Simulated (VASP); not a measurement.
# AgI (F-43m) in VASP: further runs, part 2 of 2

VASP 6.6.1. Earlier steps stand in the parts before.

**5. Single point, slater exchange, pbe correlation**

Contents of INCAR:

```
SYSTEM = AgI
  PREC = Accurate
  ENCUT = 500
  EDIFF = 1E-6
  ISMEAR = 0
  SIGMA = 0.3
  LREAL = .FALSE.
  LASPH = .TRUE.
  NELM = 120
  ALGO = Normal
  ISIF = 2
  LWAVE = .FALSE.
  LCHARG = .TRUE.
  GGA = LIBXC
  LIBXC1 = LDA_X
  LIBXC2 = GGA_C_PBE
  LELF = .TRUE.
  LVHAR = .TRUE.
  NBANDS = 16
  GGA_COMPAT = .FALSE.
```

Contents of KPOINTS:

```
Automatic mesh
0
G
  5 5 5
  0 0 0
```

Contents of POSCAR:

```
AgI
1.0
    0.0000000000      3.2365000000      3.2365000000
    3.2365000000      0.0000000000      3.2365000000
    3.2365000000      3.2365000000      0.0000000000
Ag I
1 1
Direct
    0.0000000000      0.0000000000      0.0000000000
    0.2500000000      0.2500000000      0.2500000000
```

Potentials or basis: VASP PAW PBE potentials, release 64 (Ag, I).

Run with:

```bash
cat potpaw_PBE.64/Ag/POTCAR potpaw_PBE.64/I/POTCAR > POTCAR
mpirun -np 1 vasp_std > vasp.out
```

OUTCAR:

```text
SYSTEM = AgI
   PREC = Accurate
   ENCUT = 500
   EDIFF = 1E-6
   ISMEAR = 0
   LREAL = .FALSE.
   LASPH = .TRUE.
   NELM = 120
   ISIF = 2
   GGA = LIBXC

 ion  position               nearest neighbor table
   1  0.000  0.000  0.000-   2 2.80   2 2.80   2 2.80   2 2.80
   2  0.250  0.250  0.250-   1 2.80   1 2.80   1 2.80   1 2.80

  LATTYP: Found a face centered cubic cell.
 ALAT       =     6.4730000000

  Lattice vectors:

 A1 = (   0.0000000000,   3.2365000000,   3.2365000000)
 A2 = (   3.2365000000,   0.0000000000,   3.2365000000)
 A3 = (   3.2365000000,   3.2365000000,   0.0000000000)

Analysis of symmetry for initial positions (statically):
=====================================================================
 Subroutine PRICEL returns:
 Original cell was already a primitive cell.

 Routine SETGRP: Setting up the symmetry group for a
 face centered cubic supercell.

 Subroutine GETGRP returns: Found 24 space group operations
 (whereof 24 operations were pure point group operations)
 out of a pool of 48 trial point group operations.

The static configuration has the point symmetry T_d .

Analysis of symmetry for dynamics (positions and initial velocities):
=====================================================================
 Subroutine PRICEL returns:
 Original cell was already a primitive cell.

 Routine SETGRP: Setting up the symmetry group for a
 face centered cubic supercell.

 Subroutine GETGRP returns: Found 24 space group operations
 (whereof 24 operations were pure point group operations)
 out of a pool of 48 trial point group operations.

The dynamic configuration has the point symmetry T_d .

 Subroutine INISYM returns: Found 24 space group operations
 (whereof 24 operations are pure point group operations),
 and found     1 'primitive' translations

----------------------------------------------------------------------------------------

                                     Primitive cell

  volume of cell :      67.8042

  direct lattice vectors                    reciprocal lattice vectors
     0.000000000  3.236500000  3.236500000    -0.154487873  0.154487873  0.154487873
     3.236500000  0.000000000  3.236500000     0.154487873 -0.154487873  0.154487873
     3.236500000  3.236500000  0.000000000     0.154487873  0.154487873 -0.154487873

  length of vectors
     4.577102195  4.577102195  4.577102195     0.267580845  0.267580845  0.267580845

  position of ions in fractional coordinates (direct lattice)
     0.000000000  0.000000000  0.000000000
     0.250000000  0.250000000  0.250000000

  ion indices of the primitive-cell ions
   primitive index   ion index
                 1           1
                 2           2

----------------------------------------------------------------------------------------

 KPOINTS: Automatic mesh

Automatic generation of k-mesh.
 Grid dimensions read from file:
 generate k-points for:    5    5    5

 Generating k-lattice:

  Cartesian coordinates                     Fractional coordinates (reciprocal lattice)
    -0.030897575  0.030897575  0.030897575     0.200000000  0.000000000  0.000000000
     0.030897575 -0.030897575  0.030897575     0.000000000  0.200000000  0.000000000
     0.030897575  0.030897575 -0.030897575     0.000000000  0.000000000  0.200000000

  Length of vectors
     0.053516169  0.053516169  0.053516169

  Shift w.r.t. Gamma in fractional coordinates (k-lattice)
     0.000000000  0.000000000  0.000000000

 Subroutine IBZKPT returns following result:
 ===========================================

 Found     10 irreducible k-points:

 Following reciprocal coordinates:
            Coordinates               Weight
  0.000000  0.000000  0.000000      1.000000
  0.200000  0.000000  0.000000      8.000000
  0.400000  0.000000  0.000000      8.000000
  0.200000  0.200000  0.000000      6.000000
  0.400000  0.200000  0.000000     24.000000
 -0.400000  0.200000  0.000000     24.000000
 -0.200000  0.200000  0.000000     12.000000
  0.400000  0.400000  0.000000      6.000000
 -0.400000  0.400000  0.000000     12.000000
 -0.400000  0.400000  0.200000     24.000000
   k-points           NKPTS =     10   k-points in BZ     NKDIM =     10   number of bands    NBANDS=     16
   number of dos      NEDOS =    301   number of ions     NIONS =      2
   total plane-waves  NPLWV =  46656
   dimension x,y,z NGX =    36 NGY =   36 NGZ =   36
   dimension x,y,z NGXF=    72 NGYF=   72 NGZF=   72
   ions per type =               1   1
   NGX,Y,Z   is equivalent  to a cutoff of  13.08, 13.08, 13.08 a.u.
   NGXF,Y,Z  is equivalent  to a cutoff of  26.15, 26.15, 26.15 a.u.
 SYSTEM =  AgI
   PREC   = accura    normal or accurate (medium, high low for compatibility)
   ISTART =      0    job   : 0-new  1-cont  2-samecut
   ICHARG =      2    charge: 1-file 2-atom 10-const
   ISPIN  =      1    spin polarized calculation?
   LNONCOLLINEAR =      F non collinear calculations
   LSORBIT =      F    spin-orbit coupling
   LASPH  =      T    aspherical Exc in radial PAW
   ENCUT  =  500.0 eV  36.75 Ry    6.06 a.u.   8.35  8.35  8.35*2*pi/ulx,y,z
   NELM   =    120;   NELMIN=  2; NELMDL= -5     # of ELM steps
   EDIFF  = 0.1E-05   stopping-criterion for ELM
   LREAL  =      F    real-space projection
   EDIFFG = 0.1E-04   stopping-criterion for IOM
   NSW    =      0    number of steps for IOM
   IBRION =     -1    ionic relax: 0-MD 1-quasi-New 2-CG
   NFREE  =      0    steps in history (QN), initial steepest desc. (CG)
   ISIF   =      2    stress and relaxation
   ISYM   =      2    0-nonsym 1-usesym 2-fastsym
   POTIM  = 0.5000    time-step for ionic-motion
   TEBEG  =    0.0;   TEEND  =   0.0 temperature during run
   PSTRESS=    0.0 pullay stress
   NELECT =      18.0000    total number of electrons
   NUPDOWN=      -1.0000    fix difference up-down
   EMIN   =  10.00;   EMAX   =-10.00  energy-range for DOS
   EFERMI =   0.00;   METHOD = LEGACY
   ISMEAR =     0;   SIGMA  =   0.30  broadening in eV -4-tet -1-fermi 0-gaus
   EFERMI_NEDOS =   21; number of points for ismear=-14 and -15
   IALGO  =     38    algorithm
   IMIX   =      4    mixing-type and parameters
     AMIX     =   0.40;   BMIX     =  1.00
     AMIX_MAG =   1.60;   BMIX_MAG =  1.00
  volume/ion in A,a.u.               =      33.90       228.78
  Fermi-wavevector in a.u.,A,eV,Ry     =   1.052156  1.988286 15.062083  1.107032
  Thomas-Fermi vector in A             =   2.187227
   LORBIT       =      0    0 simple, 1 ext, 2 COOP (PROOUT), +10 PAW based schemes
   GGA     = LIBXC    functional components
   LHFCALC =     F    Hartree Fock is set to
   AEXX    =    0.0000 exact exchange contribution
   IVDW    =     0    specifies the selected vdW correction
   LEPSILON=     F    determine dielectric tensor
   LRPA    =     F    only Hartree local field effects (RPA)
 non-spin polarized calculation
 Gauss-broadening in eV      SIGMA  =   0.30
  energy-cutoff  :      500.00
  volume of cell :       67.80
 maximum number of plane-waves:      1759
 NGX is ok and might be reduce to    36
   NGX = 17   NGY = 17   NGZ = 17

 number of electron      17.9999998 magnetization

 Free energy of the ion-electron system (eV)
  ---------------------------------------------------
  ext. energy  EPLUGINS =         0.00000000
  ---------------------------------------------------
  free energy    TOTEN  =        -7.46175423 eV

  energy without entropy =       -7.46115111  energy(sigma->0) =       -7.46145267

 E-fermi :   3.4690     XC(G=0):  -9.1010

 val. band max:        2.9838317223   @ k =   0.0000   0.0000   0.0000
 cond. band min:       3.8503210802   @ k =   0.0000   0.0000   0.0000
 fundamental gap:      0.8664893579
 Fermi energy:         3.4689957901

 k-point     1 :       0.0000    0.0000    0.0000
  band No.  band energies     occupation
      1      -9.9921      2.00000
      2      -1.3585      2.00000
      3      -1.3585      2.00000
      4      -1.3585      2.00000
      5      -0.1561      2.00000
      6      -0.1561      2.00000
[... 8 lines left out ...]
     15      12.8718      0.00000
     16      12.8718      0.00000
[... 153 lines left out ...]
 k-point    10 :      -0.4000    0.4000    0.2000
  band No.  band energies     occupation
      1      -9.6003      2.00000
      2      -1.4225      2.00000
      3      -1.1423      2.00000
      4      -0.9085      2.00000
      5      -0.1818      2.00000
      6      -0.1004      2.00000
[... 8 lines left out ...]
     15      13.3546      0.00000
     16      14.9635      0.00000

------------------------ aborting loop because EDIFF is reached ----------------------------------------

  FORCE on cell =-STRESS in cart. coord.  units (eV):
  Direction    XX          YY          ZZ          XY          YZ          ZX
  --------------------------------------------------------------------------------------
  -------------------------------------------------------------------------------------
  Total       -2.8449435     -2.8449435     -2.8449435     -0.0000000     -0.0000000     -0.0000000
  in kB      -67.2244727    -67.2244727    -67.2244727     -0.0000000     -0.0000000     -0.0000000
  external PRESSURE =     -67.2244727 kB  Pullay stress =       0.0000000 kB

 VOLUME and BASIS-vectors are now :
 -----------------------------------------------------------------------------
  energy-cutoff  :      500.00
  volume of cell :       67.80
      direct lattice vectors                 reciprocal lattice vectors
     0.000000000  3.236500000  3.236500000    -0.154487873  0.154487873  0.154487873
     3.236500000  0.000000000  3.236500000     0.154487873 -0.154487873  0.154487873
     3.236500000  3.236500000  0.000000000     0.154487873  0.154487873 -0.154487873

 POSITION                                       TOTAL-FORCE (eV/Angst)
 -----------------------------------------------------------------------------------
      0.00000      0.00000      0.00000        -0.000000      0.000000      0.000000
      1.61825      1.61825      1.61825         0.000000     -0.000000     -0.000000
 -----------------------------------------------------------------------------------
    total drift:                                0.000000      0.000000      0.000000

  FREE ENERGIE OF THE ION-ELECTRON SYSTEM (eV)
  ---------------------------------------------------
  free  energy   TOTEN  =        -7.4617542326 eV

  energy  without entropy=       -7.4611511083  energy(sigma->0) =       -7.46145267
```

It took 11 s on 1 thread of Intel Xeon Platinum 8488C (Sapphire Rapids), shared host; peak memory 0.2 GiB.

What came out:

| Item | Value |
| --- | --- |
| Free energy | -7.4618 eV |
| Pressure | -6.7 GPa |
| Band gap on the k mesh | 0.87 eV |

Levels at points of the mesh, in eV from the valence-band top:
```tsv
k point	band 7	band 8	band 9	band 10	band 11	band 12
(0.00, 0.00, 0.00)	0.00	0.00	0.00	0.87	5.43	5.43
```

Caveat: the cell stands under tension; so wide a smearing shifts energies and pressures; the PAW data sets were made with another functional, which shifts forces and pressure a little; spin-orbit coupling is left out, which moves the levels of the heavy elements.

**6. The runs side by side**

```csv
k mesh,gap on the mesh (eV),pressure (GPa)
2 × 2 × 2,0.82,-3.5
3 × 3 × 3,0.85,-6.0
4 × 4 × 4,0.86,-6.6
5 × 5 × 5,0.87,-6.7
```

Alike in all rows: task single point; level slater exchange, pbe correlation; potentials or basis VASP PAW PBE potentials, release 64 (Ag, I); no spin polarisation; cell as given; cutoff (eV) 500; smearing gaussian 0.3 eV.

Caveats: some runs use coarse meshes; so wide a smearing shifts energies and pressures; the PAW data sets were made with another functional, which shifts forces and pressure a little; spin-orbit coupling is left out, which moves the levels of the heavy elements; the cell stands under tension (at least some runs).

Absolute energies hang on the potentials; compare differences alone.
